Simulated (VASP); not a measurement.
# Fe (P6_3/mmc) in VASP: notebook, part 2 of 2

VASP 6.6.1.

## (3) Single point, LDA, collinear spin, ferromagnetic start (7.16 Å³/atom)

INCAR reads:

```
SYSTEM = Fe
ALGO = Normal
EDIFF = 1E-7
ENCUT = 520
GGA = CA
ISIF = 2
ISMEAR = -1
ISPIN = 2
LASPH = .TRUE.
LCHARG = .TRUE.
LELF = .TRUE.
LMAXMIX = 4
LORBIT = 11
LREAL = .FALSE.
LVHAR = .TRUE.
LWAVE = .FALSE.
MAGMOM = 2.5 2.5
NBANDS = 19
NELM = 150
PREC = Accurate
SIGMA = 0.05
```

KPOINTS reads:

```
k-points
0
G
  20 20 11
  0 0 0
```

POSCAR reads:

```
Fe
1.0
    2.1829168813      0.0000000000      0.0000000000
   -1.0914584406      1.8904614736      0.0000000000
    0.0000000000      0.0000000000      3.4697794803
Fe
2
Direct
    0.3333333333      0.6666666667      0.2500000000
    0.6666666667      0.3333333333      0.7500000000
```

Potentials or basis: VASP PAW LDA potentials, release 64 (Fe).

The run is started by

```
$ cat potpaw_LDA.64/Fe/POTCAR > POTCAR
$ mpirun -np 1 vasp_std > vasp.out
```

OUTCAR:

```text
SYSTEM = Fe
   EDIFF = 1E-7
   ENCUT = 520
   GGA = CA
   ISIF = 2
   ISMEAR = -1
   ISPIN = 2
   LASPH = .TRUE.
   LORBIT = 11
   LREAL = .FALSE.
   NELM = 150
   PREC = Accurate

 ion  position               nearest neighbor table
   1  0.333  0.667  0.250-   2 2.14   2 2.14   2 2.14   2 2.14   2 2.14   2 2.14   2 3.06   2 3.06
                             2 3.06   2 3.06   2 3.06   2 3.06
   2  0.667  0.333  0.750-   1 2.14   1 2.14   1 2.14   1 2.14   1 2.14   1 2.14   1 3.06   1 3.06
                             1 3.06   1 3.06   1 3.06   1 3.06

  LATTYP: Found a hexagonal cell.
 ALAT       =     2.1829168813
 C/A-ratio  =     1.5895151620

  Lattice vectors:

 A1 = (   2.1829168813,   0.0000000000,   0.0000000000)
 A2 = (  -1.0914584406,   1.8904614736,   0.0000000000)
 A3 = (   0.0000000000,   0.0000000000,   3.4697794803)

Analysis of symmetry for initial positions (statically):
=====================================================================
 Subroutine PRICEL returns:
 Original cell was already a primitive cell.

 Routine SETGRP: Setting up the symmetry group for a
 hexagonal supercell.

 Subroutine GETGRP returns: Found 24 space group operations
 (whereof 12 operations were pure point group operations)
 out of a pool of 24 trial point group operations.

The static configuration has the point symmetry D_3d.
 The point group associated with its full space group is D_6h.

Analysis of symmetry for dynamics (positions and initial velocities):
=====================================================================
 Subroutine PRICEL returns:
 Original cell was already a primitive cell.

 Routine SETGRP: Setting up the symmetry group for a
 hexagonal supercell.

 Subroutine GETGRP returns: Found 24 space group operations
 (whereof 12 operations were pure point group operations)
 out of a pool of 24 trial point group operations.

The dynamic configuration has the point symmetry D_3d.
 The point group associated with its full space group is D_6h.

Analysis of structural, dynamic, and magnetic symmetry:
=====================================================================
 Subroutine PRICEL returns:
 Original cell was already a primitive cell.

[... 156 lines left out ...]

 E-fermi :  11.7223     XC(G=0): -16.2291

 val. band max:       11.7210896022   @ k =   0.3000   0.3000   0.2727
 cond. band min:      11.7381502842   @ k =   0.2500   0.0500   0.2727
 fundamental gap:      0.0170606820
 Fermi energy:        11.7223158672

 spin component 1

 k-point     1 :       0.0000    0.0000    0.0000
  band No.  band energies     occupation
      1       0.8495      1.00000
      2       4.1459      1.00000
      3       8.8584      1.00000
      4       8.8584      1.00000
      5       9.0452      1.00000
      6       9.6626      1.00000
[... 517 lines left out ...]
     18      39.7242      0.00000
     19      44.4896      0.00000

 [... further k-points ...]

 spin component 2

 k-point     1 :       0.0000    0.0000    0.0000
  band No.  band energies     occupation
      1       0.8495      1.00000
      2       4.1459      1.00000
      3       8.8584      1.00000
      4       8.8584      1.00000
      5       9.0452      1.00000
      6       9.6625      1.00000
[... 517 lines left out ...]
     18      39.7242      0.00000
     19      44.4896      0.00000

 [... further k-points ...]

------------------------ aborting loop because EDIFF is reached ----------------------------------------

  FORCE on cell =-STRESS in cart. coord.  units (eV):
  Direction    XX          YY          ZZ          XY          YZ          ZX
  --------------------------------------------------------------------------------------
  -------------------------------------------------------------------------------------
  Total       17.1904834     17.1904834     17.1262683      0.0000000      0.0000000      0.0000000
  in kB     1923.4981173   1923.4981174   1916.3128935      0.0000001      0.0000000      0.0000000
  external PRESSURE =    1921.1030428 kB  Pullay stress =       0.0000000 kB

 VOLUME and BASIS-vectors are now :
 -----------------------------------------------------------------------------
  energy-cutoff  :      520.00
  volume of cell :       14.32
      direct lattice vectors                 reciprocal lattice vectors
     2.182916881  0.000000000  0.000000000     0.458102646  0.264485686  0.000000000
    -1.091458441  1.890461474  0.000000000     0.000000000  0.528971372  0.000000000
     0.000000000  0.000000000  3.469779480     0.000000000  0.000000000  0.288202753

 POSITION                                       TOTAL-FORCE (eV/Angst)
 -----------------------------------------------------------------------------------
     -0.00000      1.26031      0.86744         0.000000     -0.000000      0.000000
      1.09146      0.63015      2.60233        -0.000000      0.000000      0.000000
 -----------------------------------------------------------------------------------
    total drift:                                0.000000     -0.000000     -0.000000

  FREE ENERGIE OF THE ION-ELECTRON SYSTEM (eV)
  ---------------------------------------------------
  free  energy   TOTEN  =       -16.6392918157 eV

  energy  without entropy=      -16.6263862999  energy(sigma->0) =      -16.63283906

 total charge

# of ion       s       p       d       tot
------------------------------------------
    1        0.752   1.076   6.912   8.740
    2        0.752   1.076   6.912   8.740
--------------------------------------------------
tot          1.505   2.151  13.823  17.480

 magnetization (x)

# of ion       s       p       d       tot
------------------------------------------
    1       -0.000  -0.000   0.000   0.000
    2       -0.000  -0.000   0.000   0.000
--------------------------------------------------
tot         -0.000  -0.000   0.000   0.000
```

stdout:

```text
POSCAR found type information on POSCAR Fe
 POSCAR found :  1 types and       2 ions
 scaLAPACK will be used
 LDA part: xc-table for (Slater(with rela. corr.)+CA(PZ))
 , standard interpolation
 POSCAR, INCAR and KPOINTS ok, starting setup
 FFT: planning ... GRIDC
 FFT: planning ... GRID_SOFT
 FFT: planning ... GRID
 WAVECAR not read
 entering main loop
```

It took 51 s on 1 thread of Intel Xeon 6975P-C (Granite Rapids), shared host; peak memory 0.2 GiB.

What came out:

- Free energy: -16.6393 eV
- Pressure: 192.1 GPa
- Band gap on the k mesh: zero (filled and empty bands overlap)
- Net moment: 0.00 μB per cell

Caveat: the cell stands under pressure.

## (4) Single point, LDA, collinear spin, ferromagnetic start (8.11 Å³/atom)

This run uses another cell than the first one, of 8.11 Å³/atom.

INCAR reads:

```
SYSTEM = Fe
PREC = Accurate
ENCUT = 520
EDIFF = 1E-6
ISMEAR = -1
SIGMA = 0.05
LREAL = .False.
LASPH = .True.
NELM = 150
ALGO = Normal
ISIF = 2
LWAVE = .False.
LCHARG = .True.
ISPIN = 2
MAGMOM = 2.5 2.5
LORBIT = 11
LMAXMIX = 4
GGA = CA
LELF = .True.
LVHAR = .True.
NBANDS = 19
```

KPOINTS reads:

```
regular mesh
0
Gamma
  20 20 11
  0 0 0
```

POSCAR reads:

```
Fe
1.0
    2.2777627374      0.0000000000      0.0000000000
   -1.1388813687      1.9726003944      0.0000000000
    0.0000000000      0.0000000000      3.6117440641
Fe
2
Direct
    0.3333333333      0.6666666667      0.2500000000
    0.6666666667      0.3333333333      0.7500000000
```

Potentials or basis: VASP PAW LDA potentials, release 64 (Fe).

The run is started by

```
$ cat potpaw_LDA.64/Fe/POTCAR > POTCAR
$ mpirun -np 1 vasp_std > vasp.out
```

OUTCAR:

```text
SYSTEM = Fe
   PREC = Accurate
   ENCUT = 520
   EDIFF = 1E-6
   ISMEAR = -1
   LREAL = .False.
   LASPH = .True.
   NELM = 150
   ISIF = 2
   ISPIN = 2
   LORBIT = 11
   GGA = CA

 ion  position               nearest neighbor table
   1  0.333  0.667  0.250-   2 2.23   2 2.23   2 2.23   2 2.23   2 2.23   2 2.23
   2  0.667  0.333  0.750-   1 2.23   1 2.23   1 2.23   1 2.23   1 2.23   1 2.23

  LATTYP: Found a hexagonal cell.
 ALAT       =     2.2777627374
 C/A-ratio  =     1.5856542057

  Lattice vectors:

 A1 = (   2.2777627374,   0.0000000000,   0.0000000000)
 A2 = (  -1.1388813687,   1.9726003944,   0.0000000000)
 A3 = (   0.0000000000,   0.0000000000,   3.6117440641)

Analysis of symmetry for initial positions (statically):
=====================================================================
 Subroutine PRICEL returns:
 Original cell was already a primitive cell.

 Routine SETGRP: Setting up the symmetry group for a
 hexagonal supercell.

 Subroutine GETGRP returns: Found 24 space group operations
 (whereof 12 operations were pure point group operations)
 out of a pool of 24 trial point group operations.

The static configuration has the point symmetry D_3d.
 The point group associated with its full space group is D_6h.

Analysis of symmetry for dynamics (positions and initial velocities):
=====================================================================
 Subroutine PRICEL returns:
 Original cell was already a primitive cell.

 Routine SETGRP: Setting up the symmetry group for a
 hexagonal supercell.

 Subroutine GETGRP returns: Found 24 space group operations
 (whereof 12 operations were pure point group operations)
 out of a pool of 24 trial point group operations.

The dynamic configuration has the point symmetry D_3d.
 The point group associated with its full space group is D_6h.

[... 153 lines left out ...]
 number of electron      16.0000003 magnetization      -0.0000001

 Free energy of the ion-electron system (eV)
  ---------------------------------------------------
  ext. energy  EPLUGINS =         0.00000000
  ---------------------------------------------------
  free energy    TOTEN  =       -18.20766834 eV

  energy without entropy =      -18.19250903  energy(sigma->0) =      -18.20008869

 E-fermi :   9.7556     XC(G=0): -15.4410

 val. band max:        9.7553841176   @ k =   0.3000   0.0500   0.1818
 cond. band min:       9.7568565831   @ k =   0.3000   0.2000   0.2727
 fundamental gap:      0.0014724656
 Fermi energy:         9.7555994216

 spin component 1

 k-point     1 :       0.0000    0.0000    0.0000
  band No.  band energies     occupation
      1      -0.4335      1.00000
      2       3.2299      1.00000
      3       7.3926      1.00000
      4       7.3926      1.00000
      5       7.5598      1.00000
      6       8.0570      1.00000
[... 517 lines left out ...]
     18      35.8991      0.00000
     19      40.0032      0.00000

 [... further k-points ...]

 spin component 2

 k-point     1 :       0.0000    0.0000    0.0000
  band No.  band energies     occupation
      1      -0.4335      1.00000
      2       3.2299      1.00000
      3       7.3926      1.00000
      4       7.3926      1.00000
      5       7.5598      1.00000
      6       8.0570      1.00000
[... 517 lines left out ...]
     18      35.8991      0.00000
     19      40.0032      0.00000

 [... further k-points ...]

------------------------ aborting loop because EDIFF is reached ----------------------------------------

  FORCE on cell =-STRESS in cart. coord.  units (eV):
  Direction    XX          YY          ZZ          XY          YZ          ZX
  --------------------------------------------------------------------------------------
  -------------------------------------------------------------------------------------
  Total        8.2951166      8.2951166      8.2587935     -0.0000000      0.0000000      0.0000000
  in kB      818.9709733    818.9709734    815.3848197     -0.0000000      0.0000000      0.0000000
  external PRESSURE =     817.7755888 kB  Pullay stress =       0.0000000 kB

 VOLUME and BASIS-vectors are now :
 -----------------------------------------------------------------------------
  energy-cutoff  :      520.00
  volume of cell :       16.23
      direct lattice vectors                 reciprocal lattice vectors
     2.277762737  0.000000000  0.000000000     0.439027289  0.253472524  0.000000000
    -1.138881369  1.972600394  0.000000000     0.000000000  0.506945047  0.000000000
     0.000000000  0.000000000  3.611744064     0.000000000  0.000000000  0.276874547

 POSITION                                       TOTAL-FORCE (eV/Angst)
 -----------------------------------------------------------------------------------
     -0.00000      1.31507      0.90294        -0.000000      0.000000      0.000000
      1.13888      0.65753      2.70881         0.000000      0.000000      0.000000
 -----------------------------------------------------------------------------------
    total drift:                                0.000000     -0.000000     -0.000000

  FREE ENERGIE OF THE ION-ELECTRON SYSTEM (eV)
  ---------------------------------------------------
  free  energy   TOTEN  =       -18.2076683437 eV

  energy  without entropy=      -18.1925090317  energy(sigma->0) =      -18.20008869

 total charge

# of ion       s       p       d       tot
------------------------------------------
    1        0.667   0.900   6.660   8.227
    2        0.667   0.900   6.660   8.227
--------------------------------------------------
tot          1.334   1.801  13.319  16.454

 magnetization (x)

# of ion       s       p       d       tot
------------------------------------------
    1       -0.000  -0.000   0.000  -0.000
    2       -0.000  -0.000   0.000  -0.000
--------------------------------------------------
tot         -0.000  -0.000   0.000  -0.000
```

stdout:

```text
POSCAR found type information on POSCAR Fe
 POSCAR found :  1 types and       2 ions
 scaLAPACK will be used
 LDA part: xc-table for (Slater(with rela. corr.)+CA(PZ))
 , standard interpolation
 POSCAR, INCAR and KPOINTS ok, starting setup
 FFT: planning ... GRIDC
 FFT: planning ... GRID_SOFT
 FFT: planning ... GRID
 WAVECAR not read
 entering main loop
```

It took 89 s on 1 thread of Intel Xeon 6975P-C (Granite Rapids), shared host; peak memory 0.21 GiB.

Results:

```yaml
Free_energy: -18.2077 eV
Pressure: 81.8 GPa
Band_gap_on_the_k_mesh: zero (filled and empty bands overlap)
Net_moment: 0.00 μB per cell
```

Stress tensor (GPa, compression positive):
```
81.90  0.00  0.00
 0.00 81.90  0.00
 0.00  0.00 81.54
```

Caveat: the cell stands under pressure.

## (5) Single point, LDA, collinear spin, ferromagnetic start (8.11 Å³/atom)

This run uses another cell than the first one, of 8.11 Å³/atom.

INCAR reads:

```
PREC = Accurate
ENCUT = 520
EDIFF = 1E-6
ISMEAR = -1
SIGMA = 0.05
LREAL = F
LASPH = T
NELM = 150
ALGO = Normal
ISIF = 2
LWAVE = F
LCHARG = F
ISPIN = 2
MAGMOM = 2.5 2.5
LORBIT = 11
LMAXMIX = 4
GGA = CA
NBANDS = 19
```

KPOINTS reads:

```
regular mesh
0
Gamma
  20 20 11
```

POSCAR is that of step 4.

The run is started by

```
$ cat potpaw_LDA.64/Fe/POTCAR > POTCAR
$ mpirun -np 1 vasp_std > vasp.out
```

Run time: 92 s. Hardware: 1 thread of Intel Xeon 6975P-C (Granite Rapids), shared host; peak memory 0.21 GiB.

Results (log left out):

* Free energy: -18.2077 eV
* Pressure: 81.8 GPa
* Band gap on the k mesh: zero (filled and empty bands overlap)
* Net moment: 0.00 μB per cell

Stress tensor (GPa, compression positive):
```
81.90  0.00  0.00
 0.00 81.90  0.00
 0.00  0.00 81.54
```

Levels at points of the mesh, in eV from the Fermi level:
Spin up:
```tsv
k point	band 4	band 5	band 6	band 7	band 8	band 9	band 10	band 11	band 12	band 13
(0.00, 0.00, 0.00)	-2.36	-2.20	-1.70	-1.70	-1.18	-1.18	0.76	0.98	0.98	11.37
(0.50, 0.00, 0.00)	-2.75	-2.47	-2.09	-1.49	1.15	1.47	1.51	3.63	6.40	13.66
```
Spin down:
```tsv
k point	band 4	band 5	band 6	band 7	band 8	band 9	band 10	band 11	band 12	band 13
(0.00, 0.00, 0.00)	-2.36	-2.20	-1.70	-1.70	-1.18	-1.18	0.76	0.98	0.98	11.37
(0.50, 0.00, 0.00)	-2.75	-2.47	-2.09	-1.49	1.15	1.47	1.51	3.63	6.40	13.66
```

Caveat: the cell stands under pressure.
